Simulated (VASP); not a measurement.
# AlGa3N4 (Pm) in VASP: notebook

Runs on AlGa3N4. Level: PBEsol. Tasks: single point, relaxation of cell and atoms.

Program: VASP 6.6.1. These are calculated values, not measurements. Logs are shortened: lines on timing, memory, paths and dates and some standing lists are left out, and cuts for length are marked.

## Step 1: The cell of the first run

Symmetry: Pm, No. 6, monoclinic system. The conventional cell has a = 5.194 Å, b = 3.196 Å, c = 5.533 Å, α = 90.00°, β = 90.04°, γ = 90.00°. Within 2.5 Å of Al (site symmetry m) lie 4 N at 1.91 to 1.92 Å. Ga (site symmetry m) has 4 N at 1.96 to 1.97 Å within 2.6 Å. Ga (site symmetry m) has 4 N at 1.96 to 1.98 Å within 2.6 Å. Ga (site symmetry m) has 4 N at 1.97 to 1.98 Å within 2.6 Å. N (site symmetry m) has 1 Al at 1.91 Å and 3 Ga at 1.97 Å within 2.5 Å. N (site symmetry m) has 2 Al at 1.92 Å and 2 Ga at 1.98 Å within 2.5 Å. N (site symmetry m) has 4 Ga at 1.96 to 1.97 Å within 2.6 Å. Within 2.5 Å of N (site symmetry m) lie 1 Al at 1.92 Å and 3 Ga at 1.96 Å.

## Step 2: Single point, PBEsol (volume scaled by 1.03, then relaxed in part)

The input, INCAR:

```
SYSTEM = AlGa3N4
ALGO     = Normal         ! electronic algorithm
EDIFF    = 1E-6           ! SCF threshold, eV
ENCUT    = 520            ! plane-wave cutoff, eV
GGA      = PS             ! functional
ISIF     = 2              ! what is computed and relaxed
ISMEAR   = 0              ! smearing method
LASPH    = .TRUE.         ! aspherical terms in the spheres
LCHARG   = .TRUE.         ! write CHGCAR
LELF     = .TRUE.         ! ELF
LREAL    = .FALSE.        ! projectors in reciprocal space
LVHAR    = .TRUE.       
LWAVE    = .FALSE.        ! write WAVECAR
NBANDS   = 41             ! bands
NELM     = 60             ! most SCF steps
PREC     = Accurate       ! precision mode
SIGMA    = 0.02           ! smearing width, eV
```

The input, KPOINTS:

```
k-points
0
G
  6 8 6
  0 0 0
```

The input, POSCAR:

```
AlGa3N4
1.0
    5.1938509875      0.0000000000      0.0001628116
    0.0000000000      3.1960823758      0.0000000000
   -0.0035788675      0.0000000000      5.5325371083
Al Ga N
1 3 4
Direct
    0.0004939709      0.5000000000      0.6673221813
    0.4991534350      0.5000000000      0.3348584641
    0.4990930225      0.0000000000      0.8316163383
    0.9998431654      0.0000000000      0.1662341130
    0.1197241621      0.5000000000      0.3401153470
    0.1176565081      0.0000000000      0.8263725368
    0.6205067520      0.0000000000      0.1662371499
    0.6311289941      0.5000000000      0.6672448697
```

Potentials or basis: VASP PAW PBE potentials, release 64 (Al, Ga_d, N).

Command:

```bash
cat potpaw_PBE.64/Al/POTCAR potpaw_PBE.64/Ga_d/POTCAR potpaw_PBE.64/N/POTCAR > POTCAR
mpirun -np 1 vasp_std > vasp.out
```

OUTCAR:

```text
SYSTEM = AlGa3N4
   EDIFF = 1E-6
   ENCUT = 520
   GGA = PS
   ISIF = 2
   ISMEAR = 0
   LASPH = .TRUE.
   LREAL = .FALSE.
   NELM = 60
   PREC = Accurate

 ion  position               nearest neighbor table
   1  0.000  0.500  0.667-   5 1.91   8 1.92   6 1.92   6 1.92
   2  0.499  0.500  0.335-   7 1.96   7 1.96   8 1.96   5 1.97
   3  0.499  0.000  0.832-   7 1.96   8 1.96   8 1.96   6 1.98
   4  1.000  0.000  0.166-   5 1.97   5 1.97   7 1.97   6 1.98
   5  0.120  0.500  0.340-   1 1.91   4 1.97   4 1.97   2 1.97
   6  0.118  0.000  0.826-   1 1.92   1 1.92   4 1.98   3 1.98
   7  0.621  0.000  0.166-   2 1.96   2 1.96   3 1.96   4 1.97
   8  0.631  0.500  0.667-   1 1.92   2 1.96   3 1.96   3 1.96

  LATTYP: Found a simple monoclinic cell.
 ALAT       =     5.1938509901
 B/A-ratio  =     0.6153588892
 C/A-ratio  =     1.0652092785
 COS(beta)  =    -0.0006155292

  Lattice vectors:

 A1 = (   5.1938509875,   0.0000000000,   0.0001628116)
 A2 = (   0.0000000000,   3.1960823758,   0.0000000000)
 A3 = (  -0.0035788675,   0.0000000000,   5.5325371083)

Analysis of symmetry for initial positions (statically):
=====================================================================
 Subroutine PRICEL returns:
 Original cell was already a primitive cell.

 Routine SETGRP: Setting up the symmetry group for a
 simple monoclinic supercell.

 Subroutine GETGRP returns: Found  2 space group operations
 (whereof  2 operations were pure point group operations)
 out of a pool of  4 trial point group operations.

The static configuration has the point symmetry C_1h.

Analysis of symmetry for dynamics (positions and initial velocities):
=====================================================================
 Subroutine PRICEL returns:
 Original cell was already a primitive cell.

 Routine SETGRP: Setting up the symmetry group for a
 simple monoclinic supercell.

 Subroutine GETGRP returns: Found  2 space group operations
 (whereof  2 operations were pure point group operations)
 out of a pool of  4 trial point group operations.

The dynamic configuration has the point symmetry C_1h.

 Subroutine INISYM returns: Found  2 space group operations
 (whereof  2 operations are pure point group operations),
 and found     1 'primitive' translations

----------------------------------------------------------------------------------------

                                     Primitive cell

  volume of cell :      91.8400

  direct lattice vectors                    reciprocal lattice vectors
     5.193850988  0.000000000  0.000162812     0.192535362  0.000000000  0.000124547
     0.000000000  3.196082376  0.000000000     0.000000000  0.312883049  0.000000000
    -0.003578868  0.000000000  5.532537108    -0.000005666  0.000000000  0.180748897

  length of vectors
     5.193850990  3.196082376  5.532538266     0.192535402  0.312883049  0.180748897

  position of ions in fractional coordinates (direct lattice)
     0.000493971  0.500000000  0.667322181
     0.499153435  0.500000000  0.334858464
     0.499093022  0.000000000  0.831616338
     0.999843165  0.000000000  0.166234113
     0.119724162  0.500000000  0.340115347
     0.117656508  0.000000000  0.826372537
     0.620506752  0.000000000  0.166237150
     0.631128994  0.500000000  0.667244870

  ion indices of the primitive-cell ions
   primitive index   ion index
                 1           1
                 2           2
                 3           3
                 4           4
                 5           5
                 6           6
                 7           7
                 8           8

----------------------------------------------------------------------------------------

 KPOINTS: k-points

Automatic generation of k-mesh.
 Grid dimensions read from file:
 generate k-points for:    6    8    6

 Generating k-lattice:

  Cartesian coordinates                     Fractional coordinates (reciprocal lattice)
     0.032089227  0.000000000  0.000020758     0.166666667  0.000000000 -0.000000000
     0.000000000  0.039110381  0.000000000     0.000000000  0.125000000  0.000000000
    -0.000000944  0.000000000  0.030124816    -0.000000000  0.000000000  0.166666667

  Length of vectors
     0.032089234  0.039110381  0.030124816

  Shift w.r.t. Gamma in fractional coordinates (k-lattice)
     0.000000000  0.000000000  0.000000000

 Subroutine IBZKPT returns following result:
 ===========================================

 Found    100 irreducible k-points:

 Following reciprocal coordinates:
            Coordinates               Weight
  0.000000  0.000000  0.000000      1.000000
  0.166667  0.000000  0.000000      2.000000
  0.333333  0.000000 -0.000000      2.000000
  0.500000  0.000000 -0.000000      1.000000
  0.000000  0.125000  0.000000      2.000000
  0.166667  0.125000  0.000000      4.000000
[... 16 lines left out ...]
  0.333333  0.000000  0.166667      2.000000
  0.500000  0.000000  0.166667      2.000000
 [... further k-points ...]
   k-points           NKPTS =    100   k-points in BZ     NKDIM =    100   number of bands    NBANDS=     41
   number of dos      NEDOS =    301   number of ions     NIONS =      8
   total plane-waves  NPLWV =  40320
   dimension x,y,z NGX =    40 NGY =   24 NGZ =   42
   dimension x,y,z NGXF=    80 NGYF=   48 NGZF=   84
   ions per type =               1   3   4
   NGX,Y,Z   is equivalent  to a cutoff of  12.80, 12.48, 12.62 a.u.
   NGXF,Y,Z  is equivalent  to a cutoff of  25.61, 24.97, 25.24 a.u.
 SYSTEM =  AlGa3N4
   PREC   = accura    normal or accurate (medium, high low for compatibility)
   ISTART =      0    job   : 0-new  1-cont  2-samecut
   ICHARG =      2    charge: 1-file 2-atom 10-const
   ISPIN  =      1    spin polarized calculation?
   LNONCOLLINEAR =      F non collinear calculations
   LSORBIT =      F    spin-orbit coupling
   LASPH  =      T    aspherical Exc in radial PAW
   ENCUT  =  520.0 eV  38.22 Ry    6.18 a.u.   9.66  5.94 10.29*2*pi/ulx,y,z
   NELM   =     60;   NELMIN=  2; NELMDL= -5     # of ELM steps
   EDIFF  = 0.1E-05   stopping-criterion for ELM
   LREAL  =      F    real-space projection
   EDIFFG = 0.1E-04   stopping-criterion for IOM
   NSW    =      0    number of steps for IOM
   IBRION =     -1    ionic relax: 0-MD 1-quasi-New 2-CG
   NFREE  =      0    steps in history (QN), initial steepest desc. (CG)
   ISIF   =      2    stress and relaxation
   ISYM   =      2    0-nonsym 1-usesym 2-fastsym
   POTIM  = 0.5000    time-step for ionic-motion
   TEBEG  =    0.0;   TEEND  =   0.0 temperature during run
   PSTRESS=    0.0 pullay stress
   NELECT =      62.0000    total number of electrons
   NUPDOWN=      -1.0000    fix difference up-down
   EMIN   =  10.00;   EMAX   =-10.00  energy-range for DOS
   EFERMI =   0.00;   METHOD = LEGACY
   ISMEAR =     0;   SIGMA  =   0.02  broadening in eV -4-tet -1-fermi 0-gaus
   EFERMI_NEDOS =   21; number of points for ismear=-14 and -15
   IALGO  =     38    algorithm
   IMIX   =      4    mixing-type and parameters
     AMIX     =   0.40;   BMIX     =  1.00
     AMIX_MAG =   1.60;   BMIX_MAG =  1.00
  volume/ion in A,a.u.               =      11.48        77.47
  Fermi-wavevector in a.u.,A,eV,Ry     =   1.436133  2.713899 28.061734  2.062479
  Thomas-Fermi vector in A             =   2.555355
   LORBIT       =      0    0 simple, 1 ext, 2 COOP (PROOUT), +10 PAW based schemes
   GGA     = PS    functional components
   LHFCALC =     F    Hartree Fock is set to
   AEXX    =    0.0000 exact exchange contribution
   IVDW    =     0    specifies the selected vdW correction
   LEPSILON=     F    determine dielectric tensor
   LRPA    =     F    only Hartree local field effects (RPA)
 non-spin polarized calculation
 Gauss-broadening in eV      SIGMA  =   0.02
  energy-cutoff  :      520.00
  volume of cell :       91.84
 maximum number of plane-waves:      2496
 NGX is ok and might be reduce to    40
   NGX = 19   NGY = 11   NGZ = 21

 number of electron      61.9999989 magnetization

 Free energy of the ion-electron system (eV)
  ---------------------------------------------------
  ext. energy  EPLUGINS =         0.00000000
  ---------------------------------------------------
  free energy    TOTEN  =       -54.97966420 eV

  energy without entropy =      -54.97966420  energy(sigma->0) =      -54.97966420

 E-fermi :   5.2027     XC(G=0): -11.5841

 val. band max:        5.1184444178   @ k =   0.0000   0.0000   0.0000
 cond. band min:       7.2911700821   @ k =   0.0000   0.0000   0.0000
 fundamental gap:      2.1727256643
 Fermi energy:         5.2026760121

 k-point     1 :       0.0000    0.0000    0.0000
  band No.  band energies     occupation
      1     -10.4674      2.00000
      2      -9.6052      2.00000
      3      -9.4050      2.00000
      4      -9.1600      2.00000
      5      -8.0972      2.00000
      6      -8.0970      2.00000
[... 33 lines left out ...]
     40      15.0996      0.00000
     41      15.3866      0.00000

 k-point     2 :       0.1667    0.0000    0.0000
  band No.  band energies     occupation
      1     -10.3855      2.00000
      2      -9.6071      2.00000
      3      -9.4120      2.00000
      4      -9.1593      2.00000
      5      -8.0955      2.00000
      6      -8.0924      2.00000
[... 33 lines left out ...]
     40      15.0927      0.00000
     41      15.2823      0.00000

 k-point     3 :       0.3333    0.0000   -0.0000
  band No.  band energies     occupation
      1     -10.1691      2.00000
      2      -9.6596      2.00000
      3      -9.4280      2.00000
      4      -9.1533      2.00000
      5      -8.0929      2.00000
      6      -8.0921      2.00000
[... 875 lines left out ...]
      2      -9.6380      2.00000
      3      -9.4428      2.00000
      4      -9.1698      2.00000
      5      -8.0889      2.00000
      6      -8.0818      2.00000
[... 33 lines left out ...]
     40      15.0805      0.00000
     41      15.2251      0.00000

 k-point    24 :       0.5000    0.0000    0.1667
  band No.  band energies     occupation
      1      -9.9262      2.00000
      2      -9.7393      2.00000
      3      -9.4456      2.00000
      4      -9.1650      2.00000
      5      -8.0884      2.00000
      6      -8.0784      2.00000
[... 33 lines left out ...]
     40      14.9069      0.00000
     41      15.3441      0.00000

 [... further k-points ...]
[... 5 lines left out ...]
  --------------------------------------------------------------------------------------
  -------------------------------------------------------------------------------------
  Total       -3.1132017     -3.1512255     -3.1513488      0.0000000      0.0000000     -0.0025786
  in kB      -54.3107802    -54.9741186    -54.9762692      0.0000000      0.0000000     -0.0449852
  external PRESSURE =     -54.7537227 kB  Pullay stress =       0.0000000 kB

 VOLUME and BASIS-vectors are now :
 -----------------------------------------------------------------------------
  energy-cutoff  :      520.00
  volume of cell :       91.84
      direct lattice vectors                 reciprocal lattice vectors
     5.193850988  0.000000000  0.000162812     0.192535362  0.000000000  0.000124547
     0.000000000  3.196082376  0.000000000     0.000000000  0.312883049  0.000000000
    -0.003578868  0.000000000  5.532537108    -0.000005666  0.000000000  0.180748897

 POSITION                                       TOTAL-FORCE (eV/Angst)
 -----------------------------------------------------------------------------------
      0.00018      1.59804      3.69198         0.003031      0.000000     -0.002101
      2.59133      1.59804      1.85270         0.005507      0.000000     -0.001821
      2.58924      0.00000      4.60103         0.012624      0.000000      0.003196
      5.19244      0.00000      0.91986        -0.005056      0.000000      0.006627
      0.62061      1.59804      1.88172         0.000531      0.000000     -0.005777
      0.60813      0.00000      4.57196        -0.001599      0.000000      0.001969
      3.22222      0.00000      0.91981        -0.003097      0.000000      0.000118
      3.27560      1.59804      3.69166        -0.011942      0.000000     -0.002211
 -----------------------------------------------------------------------------------
    total drift:                                0.000333     -0.000000     -0.000417

  FREE ENERGIE OF THE ION-ELECTRON SYSTEM (eV)
  ---------------------------------------------------
  free  energy   TOTEN  =       -54.9796641977 eV

  energy  without entropy=      -54.9796641977  energy(sigma->0) =      -54.97966420
```

Wall time 4.7 min (1 thread of Intel Xeon Platinum 8259CL at 2.50GHz (Skylake/Cascade Lake), shared host); peak memory 0.4 GiB.

What came out:

```yaml
Free_energy: -54.9797 eV
Pressure: -5.5 GPa
Largest_force: 0.013 eV/Å
Band_gap_on_the_k_mesh: 2.17 eV, direct
```

Forces on the atoms (eV/Å):
```
Al   0.003  0.000 -0.002
Ga   0.006  0.000 -0.002
Ga   0.013  0.000  0.003
Ga  -0.005  0.000  0.007
N    0.001  0.000 -0.006
N   -0.002  0.000  0.002
N   -0.003  0.000  0.000
N   -0.012  0.000 -0.002
```

Levels at points of the mesh, in eV from the valence-band top:
```csv
k point,band 28,band 29,band 30,band 31,band 32,band 33,band 34,band 35
"(0.00, 0.00, 0.00)",-0.83,-0.08,-0.03,0.00,2.17,4.43,5.08,5.62
"(0.50, 0.00, 0.00)",-0.70,-0.65,-0.35,-0.35,4.27,4.34,4.41,4.89
"(0.00, 0.50, 0.00)",-2.03,-1.99,-1.78,-1.75,5.55,5.57,6.64,6.87
"(0.50, 0.50, 0.00)",-1.64,-1.42,-1.39,-1.38,5.58,5.76,5.84,6.13
"(0.00, 0.00, 0.50)",-0.75,-0.59,-0.56,-0.33,4.39,4.56,5.93,6.27
"(0.50, 0.00, 0.50)",-1.50,-1.14,-1.11,-1.07,5.18,5.24,5.31,5.69
"(0.00, 0.50, 0.50)",-2.14,-2.07,-0.95,-0.84,4.74,5.08,5.51,5.53
"(0.50, 0.50, 0.50)",-1.71,-1.68,-1.61,-1.59,4.22,4.31,4.37,4.79
```

Caveat: the PAW data sets were made with another functional, which shifts forces and pressure a little.

## Step 3: Single point, PBEsol (volume scaled by 1.06, then relaxed in part)

The input, INCAR:

```
PREC = Accurate ; ENCUT = 520
EDIFF = 1E-7 ; ISMEAR = 0
SIGMA = 0.02 ; LREAL = F
LASPH = T ; NELM = 100
ALGO = Normal ; ISIF = 2
LWAVE = F ; LCHARG = F
GGA = PS ; NBANDS = 41
```

The input, KPOINTS:

```
regular mesh
0
Gamma
  6 8 6
```

The input, POSCAR:

```
AlGa3N4
1.0
    5.2445334671      0.0000000000      0.0002565903
    0.0000000000      3.2264841176      0.0000000000
   -0.0035155578      0.0000000000      5.5855253674
Al Ga N
1 3 4
Direct
    0.0004095360      0.5000000000      0.6672497203
    0.4991711820      0.5000000000      0.3347908693
    0.4992884867      0.0000000000      0.8316858927
    0.9997829153      0.0000000000      0.1663469700
    0.1197415819      0.5000000000      0.3401295332
    0.1176498314      0.0000000000      0.8263727117
    0.6205185143      0.0000000000      0.1662881072
    0.6310379624      0.5000000000      0.6671371956
```

Potentials or basis: VASP PAW PBE potentials, release 64 (Al, Ga_d, N).

Command:

```bash
cat potpaw_PBE.64/Al/POTCAR potpaw_PBE.64/Ga_d/POTCAR potpaw_PBE.64/N/POTCAR > POTCAR
mpirun -np 1 vasp_std > vasp.out
```

Wall time 5.4 min (1 thread of Intel Xeon Platinum 8259CL at 2.50GHz (Skylake/Cascade Lake), shared host); peak memory 0.41 GiB.

The run converged. Its results:

```
Free energy            : -54.8509 eV
Pressure               : -10.0 GPa
Largest force          : 0.007 eV/Å
Band gap on the k mesh : 1.98 eV, direct
```

Forces in eV/Å, atoms in the order of the input:
```
Al   0.004  0.000  0.000
Ga   0.003  0.000 -0.002
Ga   0.006  0.000  0.002
Ga   0.000  0.000  0.003
N    0.000  0.000 -0.002
N   -0.003  0.000 -0.001
N   -0.003  0.000  0.000
N   -0.006  0.000  0.000
```

Levels at points of the mesh, in eV from the valence-band top:
| k point | band 29 | band 30 | band 31 | band 32 | band 33 | band 34 |
| --- | --- | --- | --- | --- | --- | --- |
| (0.00, 0.00, 0.00) | -0.07 | -0.03 | 0.00 | 1.98 | 4.24 | 4.99 |
| (0.50, 0.00, 0.00) | -0.62 | -0.35 | -0.34 | 4.11 | 4.20 | 4.27 |
| (0.00, 0.50, 0.00) | -1.93 | -1.72 | -1.69 | 5.53 | 5.55 | 6.40 |
| (0.50, 0.50, 0.00) | -1.37 | -1.35 | -1.34 | 5.45 | 5.63 | 5.70 |
| (0.00, 0.00, 0.50) | -0.56 | -0.54 | -0.32 | 4.21 | 4.38 | 5.75 |
| (0.50, 0.00, 0.50) | -1.10 | -1.08 | -1.03 | 5.04 | 5.09 | 5.17 |
| (0.00, 0.50, 0.50) | -2.00 | -0.92 | -0.81 | 4.66 | 5.00 | 5.34 |
| (0.50, 0.50, 0.50) | -1.62 | -1.56 | -1.55 | 4.13 | 4.22 | 4.27 |

Caveat: the PAW data sets were made with another functional, which shifts forces and pressure a little.

[end of part 1 of 2]
